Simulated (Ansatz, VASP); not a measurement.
# Tl2Ga in VASP and in Ansatz

```
CELL_PARAMETERS angstrom
5.49590 0.00000 0.00000
-2.74795 4.75959 0.00000
0.00000 0.00000 3.22447
ATOMIC_POSITIONS crystal
Tl 0.33333 0.66667 0.50000
Tl 0.66667 0.33333 0.50000
Ga 0.00000 0.00000 0.00000
```

Alike in both runs: functional PBE; k mesh 6 × 6 × 6; occupations gaussian, width 0.1 eV; no spin polarisation.

Ansatz relaxed the structure, and its values are those at the end. VASP's run is a single point on that final structure, the one shown.

|  | VASP | Ansatz |
| --- | --- | --- |
| version | VASP 6.6.1 | Ansatz 0.2.0 |
| potentials or method | VASP PAW PBE potentials, release 64 (Tl_d, Ga_d), cutoff 520 eV | scalar-relativistic, plane waves, PAW |
| valence electrons in the cell | 39 | 39 |

```tsv
	VASP	Ansatz	Ansatz less VASP
gap on the k mesh at the Fermi level (eV)	none	none	-
pressure (GPa)	0.1	0.1	+0.03
```

A gap of «none» marks a metal or a gap that the smearing closes.

Neither program's run includes spin-orbit coupling.
